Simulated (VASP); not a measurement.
# In3Se (P4/mmm) in VASP: single point with PBEsol+D3(BJ)

Aim: the single point of In3Se with PBEsol+D3(BJ).

Program: VASP 6.6.1. These are calculated values, not measurements. Logs are shortened: lines on timing, memory, paths and dates and some standing lists are left out, and cuts for length are marked.

## 1. The cell of the first run

Symmetry: P4/mmm, No. 123, tetragonal system. The conventional cell has a = 4.588 Å, b = 4.588 Å, c = 4.863 Å, α = 90.00°, β = 90.00°, γ = 90.00°. Within 4.3 Å of In (site symmetry 4/mmm) lie 4 Se at 3.24 Å and 8 In at 3.34 Å. In (site symmetry mmm) has 8 In at 3.24 to 3.34 Å and 4 Se at 3.34 Å within 4.3 Å. Se (site symmetry 4/mmm) has 12 In at 3.24 to 3.34 Å within 4.3 Å.

## 2. Single point, PBEsol+D3(BJ) (strain +0.0600 x Voigt [1, 0, 0, 0, 0, 0])

INCAR

```
  ALGO = Normal
  EDIFF = 1E-6
  ENCUT = 520
  GGA = PS
  ISIF = 2
  ISMEAR = 0
  IVDW = 12
  LASPH = T
  LCHARG = T
  LELF = T
  LREAL = F
  LVHAR = T
  LWAVE = F
  NBANDS = 30
  NELM = 60
  PREC = Accurate
  SIGMA = 0.15
```

KPOINTS

```
k-points
0
Gamma
  10 10 10
```

POSCAR

```
In3Se
1.0
    4.8631247145      0.0000000000      0.0000000000
    0.0000000000      4.5878535042      0.0000000000
    0.0000000000      0.0000000000      4.5878535042
In Se
3 1
Direct
    0.0000000000      0.5000000000      0.5000000000
    0.5000000000      0.0000000000      0.5000000000
    0.5000000000      0.5000000000      0.0000000000
    0.0000000000      0.0000000000      0.0000000000
```

Potentials or basis: VASP PAW PBE potentials, release 64 (In_d, Se).

Run with:

```bash
> cat potpaw_PBE.64/In_d/POTCAR potpaw_PBE.64/Se/POTCAR > POTCAR
> mpirun -np 1 vasp_std > vasp.out
```

OUTCAR:

```text
EDIFF = 1E-6
   ENCUT = 520
   GGA = PS
   ISIF = 2
   ISMEAR = 0
   IVDW = 12
   LASPH = T
   LREAL = F
   NELM = 60
   PREC = Accurate
 IVDW          = 12

 ion  position               nearest neighbor table
   1  0.000  0.500  0.500-   4 3.24   4 3.24   4 3.24   4 3.24   3 3.34   2 3.34   2 3.34   3 3.34
                             2 3.34   3 3.34   3 3.34   2 3.34
   2  0.500  0.000  0.500-   3 3.24   3 3.24   3 3.24   3 3.24   4 3.34   1 3.34   4 3.34   1 3.34
                             1 3.34   4 3.34   4 3.34   1 3.34
   3  0.500  0.500  0.000-   2 3.24   2 3.24   2 3.24   2 3.24   1 3.34   4 3.34   4 3.34   1 3.34
                             1 3.34   4 3.34   1 3.34   4 3.34
   4  0.000  0.000  0.000-   1 3.24   1 3.24   1 3.24   1 3.24   2 3.34   3 3.34   3 3.34   2 3.34
                             2 3.34   3 3.34   2 3.34   3 3.34

  LATTYP: Found a simple tetragonal cell.
 ALAT       =     4.5878535042
 C/A-ratio  =     1.0600000000

  Lattice vectors:

 A1 = (   0.0000000000,   4.5878535042,   0.0000000000)
 A2 = (   0.0000000000,   0.0000000000,   4.5878535042)
 A3 = (   4.8631247145,   0.0000000000,   0.0000000000)

Analysis of symmetry for initial positions (statically):
=====================================================================
 Subroutine PRICEL returns:
 Original cell was already a primitive cell.

 Routine SETGRP: Setting up the symmetry group for a
 simple tetragonal supercell.

 Subroutine GETGRP returns: Found 16 space group operations
 (whereof 16 operations were pure point group operations)
 out of a pool of 16 trial point group operations.

The static configuration has the point symmetry D_4h.

Analysis of symmetry for dynamics (positions and initial velocities):
=====================================================================
 Subroutine PRICEL returns:
 Original cell was already a primitive cell.

 Routine SETGRP: Setting up the symmetry group for a
 simple tetragonal supercell.

 Subroutine GETGRP returns: Found 16 space group operations
 (whereof 16 operations were pure point group operations)
 out of a pool of 16 trial point group operations.

The dynamic configuration has the point symmetry D_4h.

 Subroutine INISYM returns: Found 16 space group operations
 (whereof 16 operations are pure point group operations),
 and found     1 'primitive' translations

----------------------------------------------------------------------------------------

                                     Primitive cell

  volume of cell :     102.3610

  direct lattice vectors                    reciprocal lattice vectors
     4.863124714  0.000000000  0.000000000     0.205629109  0.000000000  0.000000000
     0.000000000  4.587853504  0.000000000     0.000000000  0.217966855  0.000000000
     0.000000000  0.000000000  4.587853504     0.000000000  0.000000000  0.217966855

  length of vectors
     4.863124714  4.587853504  4.587853504     0.205629109  0.217966855  0.217966855

  position of ions in fractional coordinates (direct lattice)
     0.000000000  0.500000000  0.500000000
     0.500000000  0.000000000  0.500000000
     0.500000000  0.500000000  0.000000000
     0.000000000  0.000000000  0.000000000

  ion indices of the primitive-cell ions
   primitive index   ion index
                 1           1
                 2           2
                 3           3
                 4           4

----------------------------------------------------------------------------------------

 KPOINTS: k-points

Automatic generation of k-mesh.
 Grid dimensions read from file:
 generate k-points for:   10   10   10

 Generating k-lattice:

  Cartesian coordinates                     Fractional coordinates (reciprocal lattice)
     0.020562911  0.000000000  0.000000000     0.100000000  0.000000000  0.000000000
     0.000000000  0.021796686  0.000000000     0.000000000  0.100000000  0.000000000
     0.000000000  0.000000000  0.021796686     0.000000000  0.000000000  0.100000000

  Length of vectors
     0.020562911  0.021796686  0.021796686

  Shift w.r.t. Gamma in fractional coordinates (k-lattice)
     0.000000000  0.000000000  0.000000000

 Subroutine IBZKPT returns following result:
 ===========================================

 Found    126 irreducible k-points:

 Following reciprocal coordinates:
            Coordinates               Weight
  0.000000  0.000000  0.000000      1.000000
  0.100000  0.000000  0.000000      2.000000
  0.200000  0.000000  0.000000      2.000000
  0.300000  0.000000  0.000000      2.000000
  0.400000  0.000000  0.000000      2.000000
  0.500000  0.000000  0.000000      1.000000
[... 16 lines left out ...]
  0.400000  0.300000  0.000000      8.000000
  0.500000  0.300000  0.000000      4.000000
 [... further k-points ...]
   k-points           NKPTS =    126   k-points in BZ     NKDIM =    126   number of bands    NBANDS=     30
   number of dos      NEDOS =    301   number of ions     NIONS =      4
   total plane-waves  NPLWV =  46656
   dimension x,y,z NGX =    36 NGY =   36 NGZ =   36
   dimension x,y,z NGXF=    72 NGYF=   72 NGZF=   72
   ions per type =               3   1
   NGX,Y,Z   is equivalent  to a cutoff of  12.31, 13.04, 13.04 a.u.
   NGXF,Y,Z  is equivalent  to a cutoff of  24.61, 26.09, 26.09 a.u.
 SYSTEM =  unknown system
   PREC   = accura    normal or accurate (medium, high low for compatibility)
   ISTART =      0    job   : 0-new  1-cont  2-samecut
   ICHARG =      2    charge: 1-file 2-atom 10-const
   ISPIN  =      1    spin polarized calculation?
   LNONCOLLINEAR =      F non collinear calculations
   LSORBIT =      F    spin-orbit coupling
   LASPH  =      T    aspherical Exc in radial PAW
   ENCUT  =  520.0 eV  38.22 Ry    6.18 a.u.   9.04  8.53  8.53*2*pi/ulx,y,z
   NELM   =     60;   NELMIN=  2; NELMDL= -5     # of ELM steps
   EDIFF  = 0.1E-05   stopping-criterion for ELM
   LREAL  =      F    real-space projection
   EDIFFG = 0.1E-04   stopping-criterion for IOM
   NSW    =      0    number of steps for IOM
   IBRION =     -1    ionic relax: 0-MD 1-quasi-New 2-CG
   NFREE  =      0    steps in history (QN), initial steepest desc. (CG)
   ISIF   =      2    stress and relaxation
   ISYM   =      2    0-nonsym 1-usesym 2-fastsym
   POTIM  = 0.5000    time-step for ionic-motion
   TEBEG  =    0.0;   TEEND  =   0.0 temperature during run
   PSTRESS=    0.0 pullay stress
   NELECT =      45.0000    total number of electrons
   NUPDOWN=      -1.0000    fix difference up-down
   EMIN   =  10.00;   EMAX   =-10.00  energy-range for DOS
   EFERMI =   0.00;   METHOD = LEGACY
   ISMEAR =     0;   SIGMA  =   0.15  broadening in eV -4-tet -1-fermi 0-gaus
   EFERMI_NEDOS =   21; number of points for ismear=-14 and -15
   IALGO  =     38    algorithm
   IMIX   =      4    mixing-type and parameters
     AMIX     =   0.40;   BMIX     =  1.00
     AMIX_MAG =   1.60;   BMIX_MAG =  1.00
  volume/ion in A,a.u.               =      25.59       172.69
  Fermi-wavevector in a.u.,A,eV,Ry     =   1.244804  2.352338 21.082718  1.549536
  Thomas-Fermi vector in A             =   2.379054
   LORBIT       =      0    0 simple, 1 ext, 2 COOP (PROOUT), +10 PAW based schemes
   GGA     = PS    functional components
   LHFCALC =     F    Hartree Fock is set to
   AEXX    =    0.0000 exact exchange contribution
   IVDW    =    12    specifies the selected vdW correction
   LEPSILON=     F    determine dielectric tensor
   LRPA    =     F    only Hartree local field effects (RPA)
 non-spin polarized calculation
 Gauss-broadening in eV      SIGMA  =   0.15
  energy-cutoff  :      520.00
  volume of cell :      102.36
 maximum number of plane-waves:      2774
   NGX = 19   NGY = 17   NGZ = 17

 number of electron      44.9999986 magnetization

 Free energy of the ion-electron system (eV)
  ---------------------------------------------------
  ext. energy  EPLUGINS =         0.00000000
  ---------------------------------------------------
  free energy    TOTEN  =       -13.24843378 eV

  energy without entropy =      -13.23260301  energy(sigma->0) =      -13.24051840

 E-fermi :   6.5993     XC(G=0): -10.2711

 val. band max:        6.5964348666   @ k =   0.2000   0.4000   0.2000
 cond. band min:       6.6106202303   @ k =   0.4000   0.0000   0.0000
 fundamental gap:      0.0141853637
 Fermi energy:         6.5992539464

 k-point     1 :       0.0000    0.0000    0.0000
  band No.  band energies     occupation
      1      -8.1781      2.00000
      2      -8.1613      2.00000
      3      -8.1079      2.00000
      4      -8.1079      2.00000
      5      -8.0208      2.00000
      6      -7.9496      2.00000
[... 22 lines left out ...]
     29      12.0718      0.00000
     30      13.4536      0.00000

 k-point     2 :       0.1000    0.0000    0.0000
  band No.  band energies     occupation
      1      -8.1769      2.00000
      2      -8.1515      2.00000
      3      -8.0980      2.00000
      4      -8.0980      2.00000
      5      -8.0195      2.00000
      6      -7.9424      2.00000
[... 22 lines left out ...]
     29      12.3459      0.00000
     30      13.9199      0.00000

 k-point     3 :       0.2000    0.0000    0.0000
  band No.  band energies     occupation
      1      -8.1737      2.00000
      2      -8.1237      2.00000
      3      -8.0692      2.00000
      4      -8.0692      2.00000
      5      -8.0160      2.00000
      6      -7.9218      2.00000
[... 22 lines left out ...]
     29      13.0051      0.00000
     30      14.2010      0.00000

 k-point     4 :       0.3000    0.0000    0.0000
  band No.  band energies     occupation
      1      -8.1697      2.00000
      2      -8.0846      2.00000
      3      -8.0253      2.00000
      4      -8.0253      2.00000
      5      -8.0103      2.00000
      6      -7.8907      2.00000
[... 22 lines left out ...]
     29      13.1557      0.00000
     30      13.8984      0.00000

 k-point     5 :       0.4000    0.0000    0.0000
  band No.  band energies     occupation
      1      -8.1663      2.00000
      2      -8.0485      2.00000
      3      -8.0003      2.00000
      4      -7.9754      2.00000
      5      -7.9754      2.00000
      6      -7.8548      2.00000
[... 22 lines left out ...]
     29      11.9980      0.00000
     30      13.3738      0.00000
[... 526 lines left out ...]
     29      11.8322      0.00000
     30      12.3074      0.00000

 k-point    22 :       0.3000    0.3000    0.0000
  band No.  band energies     occupation
      1      -8.0692      2.00000
      2      -8.0380      2.00000
      3      -7.9980      2.00000
      4      -7.9749      2.00000
      5      -7.9609      2.00000
      6      -7.8955      2.00000
[... 22 lines left out ...]
     29      11.1601      0.00000
     30      11.4939      0.00000

 k-point    23 :       0.4000    0.3000    0.0000
  band No.  band energies     occupation
      1      -8.0645      2.00000
      2      -8.0160      2.00000
      3      -7.9703      2.00000
      4      -7.9523      2.00000
      5      -7.9475      2.00000
      6      -7.8969      2.00000
[... 22 lines left out ...]
     29      11.1157      0.00000
     30      11.6666      0.00000

 k-point    24 :       0.5000    0.3000    0.0000
  band No.  band energies     occupation
      1      -8.0627      2.00000
      2      -7.9950      2.00000
      3      -7.9844      2.00000
      4      -7.9393      2.00000
      5      -7.9331      2.00000
      6      -7.8975      2.00000
[... 22 lines left out ...]
     29      11.0989      0.00000
     30      12.7734      0.00000

 [... further k-points ...]

------------------------ aborting loop because EDIFF is reached ----------------------------------------

 Edisp (eV)   -1.39297

 E8    (eV) :    -0.9803

  FORCE on cell =-STRESS in cart. coord.  units (eV):
  Direction    XX          YY          ZZ          XY          YZ          ZX
  --------------------------------------------------------------------------------------
  -------------------------------------------------------------------------------------
  Total      -1.84771    -1.52757    -1.52757     0.00000     0.00000     0.00000
  in kB     -28.92074   -23.90980   -23.90980     0.00000     0.00000     0.00000
  external pressure =      -25.58 kB  Pullay stress =        0.00 kB

 VOLUME and BASIS-vectors are now :
 -----------------------------------------------------------------------------
  energy-cutoff  :      520.00
  volume of cell :      102.36
      direct lattice vectors                 reciprocal lattice vectors
     4.863124714  0.000000000  0.000000000     0.205629109  0.000000000  0.000000000
     0.000000000  4.587853504  0.000000000     0.000000000  0.217966855  0.000000000
     0.000000000  0.000000000  4.587853504     0.000000000  0.000000000  0.217966855

 POSITION                                       TOTAL-FORCE (eV/Angst)
 -----------------------------------------------------------------------------------
      0.00000      2.29393      2.29393         0.000000      0.000000      0.000000
      2.43156      0.00000      2.29393         0.000000      0.000000      0.000000
      2.43156      2.29393      0.00000         0.000000      0.000000      0.000000
      0.00000      0.00000      0.00000         0.000000      0.000000      0.000000
 -----------------------------------------------------------------------------------
    total drift:                                0.000000      0.000000      0.000000

  FREE ENERGIE OF THE ION-ELECTRON SYSTEM (eV)
  ---------------------------------------------------
  free  energy   TOTEN  =       -14.6414011175 eV

  energy  without entropy=      -14.6255703497  energy(sigma->0) =      -14.63348573
```

It took 6.2 min on 1 thread of Intel Xeon 8259CL, shared host; peak memory 0.44 GiB.

What came out:

| Property | Result |
| --- | --- |
| Free energy | -14.6414 eV |
| Pressure | -2.6 GPa |
| Band gap on the k mesh | zero (an odd number of electrons rules out a gap without spin polarisation) |
| Dispersion energy per atom | -0.348 eV |

Levels at points of the mesh, in eV from the Fermi level:
| k point | band 20 | band 21 | band 22 | band 23 | band 24 | band 25 |
| --- | --- | --- | --- | --- | --- | --- |
| (0.00, 0.00, 0.00) | -3.43 | -2.39 | -1.72 | 1.13 | 1.23 | 1.23 |
| (0.50, 0.00, 0.00) | -2.65 | -1.15 | -0.99 | -0.16 | -0.16 | 1.54 |
| (0.00, 0.50, 0.00) | -2.48 | -1.79 | -0.82 | -0.48 | 0.12 | 1.21 |
| (0.50, 0.50, 0.00) | -2.03 | -0.79 | -0.50 | -0.30 | 1.89 | 1.91 |
| (0.00, 0.50, 0.50) | -2.18 | -1.26 | -0.89 | -0.89 | 1.05 | 1.53 |
| (0.50, 0.50, 0.50) | -4.37 | -4.37 | -4.36 | -3.46 | 2.78 | 3.52 |

Caveat: the cell differs from its parent crystal (strain +0.0600 x Voigt [1, 0, 0, 0, 0, 0]); the PAW data sets were made with another functional, which shifts forces and pressure a little; spin-orbit coupling is left out, which moves the levels of the heavy elements.
